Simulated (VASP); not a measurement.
Input of a VASP 6.6.1 run:

The input INCAR:

```
  PREC = Accurate
  ENCUT = 600
  EDIFF = 1E-6
  ISMEAR = 0
  SIGMA = 0.01
  LREAL = False
  LASPH = True
  NELM = 120
  ALGO = Normal
  ISIF = 2
  LWAVE = False
  LCHARG = False
  GGA = PE
  NBANDS = 26
  ISYM = 0
  GGA_COMPAT = False
```

The input KPOINTS:

```
Automatic mesh
0
Gamma
  1 1 1
  0.5 0.5 0.5
```

File POSCAR:

```
MgO
1.0
    4.2100000000      0.0000000000      0.0000000000
    0.0000000000      4.2100000000      0.0000000000
    0.0000000000      0.0000000000      4.2100000000
O Mg
4 4
Direct
    0.5095011900      0.0057007100      0.0042755300
    0.5000000000      0.5000000000      0.5000000000
    0.0000000000      0.0000000000      0.5000000000
    0.0000000000      0.5000000000      0.0000000000
    0.0000000000      0.0000000000      0.0000000000
    0.0000000000      0.5000000000      0.5000000000
    0.5000000000      0.0000000000      0.5000000000
    0.5000000000      0.5000000000      0.0000000000
```

Potentials or basis: VASP PAW PBE potentials, release 64 (O, Mg).

Run with:

```sh
$ cat potpaw_PBE.64/O/POTCAR potpaw_PBE.64/Mg/POTCAR > POTCAR
$ mpirun -np 1 vasp_std > vasp.out
```

Problem. Predict the band gap on the k mesh.

Solution. 8.33 eV.

Problem. Estimate the largest force.

Solution. 0.535 eV/Å.

Forces on the atoms (eV/Å):
```
O   -0.429 -0.256 -0.192
O   -0.102  0.077  0.058
O    0.128 -0.061  0.058
O    0.128  0.077 -0.046
Mg   0.058  0.065  0.049
Mg   0.000  0.000  0.000
Mg   0.109  0.065  0.025
Mg   0.109  0.034  0.049
```

Caveat: the k points lie up to 1.49 Å⁻¹ apart. A k mesh can miss the band edges.
